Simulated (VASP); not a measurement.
Here is a VASP 6.6.1 calculation.

Contents of POSCAR:

```
CsH
1.0
    0.0000000000      2.7541327712      2.7541327712
    2.7541327712      0.0000000000      2.7541327712
    2.7541327712      2.7541327712      0.0000000000
Cs H
1 1
Direct
    0.0000000000      0.0000000000      0.0000000000
    0.2500000000      0.2500000000      0.2500000000
```

INCAR.step1

```
PREC     = Accurate       # precision mode
ENCUT    = 550            # plane-wave cutoff, eV
ISMEAR   = -1             # smearing method
SIGMA    = 0.01           # smearing width, eV
LREAL    = False          # projectors in reciprocal space
LASPH    = True           # aspherical terms in the spheres
NELM     = 120            # most SCF steps
NBANDS   = 12             # bands
GGA      = PE             # functional
ALGO     = Normal         # electronic algorithm
EDIFF    = 1E-5           # SCF threshold, eV
LWAVE    = True           # write WAVECAR
LCHARG   = False          # write CHGCAR
GGA_COMPAT= False
```

File INCAR.step2:

```
PREC     = Accurate       # precision mode
ENCUT    = 550            # plane-wave cutoff, eV
EDIFF    = 1E-6           # SCF threshold, eV
ISMEAR   = -1             # smearing method
SIGMA    = 0.01           # smearing width, eV
LREAL    = False          # projectors in reciprocal space
LASPH    = True           # aspherical terms in the spheres
NELM     = 120            # most SCF steps
ALGO     = Normal         # electronic algorithm
ISIF     = 2              # what is computed and relaxed
LWAVE    = False          # write WAVECAR
LCHARG   = False          # write CHGCAR
METAGGA  = R2SCAN         # meta-GGA
LMIXTAU  = True         
NBANDS   = 12             # bands
ISTART   = 1            
GGA_COMPAT= False
```

Contents of KPOINTS:

```
regular mesh
0
Gamma
  4 4 4
```

Potentials or basis: VASP PAW PBE potentials, release 64 (Cs_sv, H).

Command:

```console
$ cat potpaw_PBE.64/Cs_sv/POTCAR potpaw_PBE.64/H/POTCAR > POTCAR
$ cp INCAR.step1 INCAR
$ mpirun -np 1 vasp_std > vasp.out
$ cp INCAR.step2 INCAR
$ mpirun -np 1 vasp_std > vasp.out
```

(1) Predict the band gap on the k mesh.

(2) Estimate the pressure.

## Answers

(1) 1.54 eV (least direct gap 2.61 eV).

(2) 15.5 GPa.

Caveat: the k points lie up to 0.49 Å⁻¹ apart; the PAW data sets were made with another functional, which shifts forces and pressure a little; spin-orbit coupling is left out, which moves the levels of the heavy elements.
